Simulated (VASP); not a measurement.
A run of VASP 6.6.1:

Contents of INCAR:

```
SYSTEM = TiB2
ALGO     = Normal         ! electronic algorithm
EDIFF    = 1E-6           ! SCF threshold, eV
ENCUT    = 520            ! plane-wave cutoff, eV
GGA      = PE             ! functional
ISIF     = 2              ! what is computed and relaxed
ISMEAR   = -1             ! smearing method
LASPH    = .True.         ! aspherical terms in the spheres
LCHARG   = .False.        ! write CHGCAR
LREAL    = .False.        ! projectors in reciprocal space
LWAVE    = .False.        ! write WAVECAR
NBANDS   = 16             ! bands
NELM     = 60             ! most SCF steps
PREC     = Accurate       ! precision mode
SIGMA    = 0.1            ! smearing width, eV
```

Contents of KPOINTS:

```
k-points
0
Gamma
  11 11 9
  0 0 0
```

Contents of POSCAR:

```
TiB2
1.0
    2.9882598462      0.0000000000      0.0000000000
   -1.4941299231      2.5879087889      0.0000000000
    0.0000000000      0.0000000000      3.1847676243
Ti B
1 2
Direct
    0.0000000000      0.0000000000      0.0000000000
    0.3333333333      0.6666666667      0.5000000000
    0.6666666667      0.3333333333      0.5000000000
```

Potentials or basis: VASP PAW PBE potentials, release 64 (Ti_sv, B).

Run with:

```bash
$ cat potpaw_PBE.64/Ti_sv/POTCAR potpaw_PBE.64/B/POTCAR > POTCAR
$ mpirun -np 1 vasp_std > vasp.out
```

Hardware: 1 thread of Intel(R) Xeon(R) Platinum 8259CL CPU @ 2.50GHz (Skylake/Cascade Lake), with other jobs on the host.

Estimate the wall time of this run.

Wall time 18 s on 1 thread of Intel(R) Xeon(R) Platinum 8259CL CPU @ 2.50GHz (Skylake/Cascade Lake), with other jobs on the host, peak memory 0.16 GiB. Counts: scf iterations 13, k points 80.
